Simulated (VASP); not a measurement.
Wanted: the native input for a VASP 6.6.1 run.

| Quantity | Value |
| --- | --- |
| Task | relaxation of cell and atoms |
| Functional | PBE |
| Potentials or basis | VASP PAW PBE potentials, release 64 (Re, Sb) |
| Cutoff | 600 eV |
| k mesh | 6 × 6 × 4 |
| Occupations | gaussian, width 0.1 eV |
| Spin | no spin polarisation |
| Dipole correction | no |
| Further INCAR settings | ALGO = Normal; EDIFF = 1e-06; IBRION = 2; EDIFFG = -0.04; NSW = 90; ISIF = 3 |

The structure of ReSb2 lies in POSCAR:

```
ReSb2
1.0
    3.2388421831      0.0000000000      0.0000000000
    0.0000000000      3.2388421831      0.0000000000
    0.0000000000      0.0000000000      6.9923313656
Re Sb
1 2
Direct
    0.0000000000      0.0000000000      0.0000000000
    0.5000000000      0.0000000000      0.2979305665
    0.0000000000      0.5000000000      0.7020694335
```

This cell differs from its parent crystal: atoms taken out.

One way to write it, as run:

INCAR

```
SYSTEM = ReSb2
PREC = Accurate
ENCUT = 600
EDIFF = 1E-6
ISMEAR = 0
SIGMA = 0.1
LREAL = .FALSE.
LASPH = .TRUE.
NELM = 100
ALGO = Normal
ISIF = 3
LWAVE = .FALSE.
LCHARG = .FALSE.
GGA = PE
IBRION = 2
NSW = 90
EDIFFG = -0.04
```

KPOINTS

```
Automatic mesh
0
G
  6 6 4
  0 0 0
```

Potentials or basis: VASP PAW PBE potentials, release 64 (Re, Sb).

Run with:

```sh
$ cat potpaw_PBE.64/Re/POTCAR potpaw_PBE.64/Sb/POTCAR > POTCAR
$ mpirun -np 1 vasp_std > vasp.out
```

It gave:

- Relaxed volume: 26.32 Å³/atom
- Relaxed cell: a = 3.016 Å, b = 3.016 Å, c = 8.678 Å, α = 90.00°, β = 90.00°, γ = 90.00°
- Space group after relaxing (to 0.1 Å): P-4m2 (No. 115)
- Energy gained by relaxing: 64.0 meV/atom
- Ionic steps: 15
- Pressure after relaxing: -0.2 GPa
- Largest force after relaxing: 0.034 eV/Å
- Band gap on the k mesh: zero (an odd number of electrons rules out a gap without spin polarisation)

Caveat: the cell differs from its parent crystal (atoms taken out); a cell axis changed by over 15 % at a fixed basis, so the end point is rough; spin-orbit coupling is left out, which moves the levels of the heavy elements.

Wall time 2.7 min on 1 thread of Intel(R) Xeon(R) 6975P-C (Granite Rapids), on a shared host, peak memory 0.24 GiB.
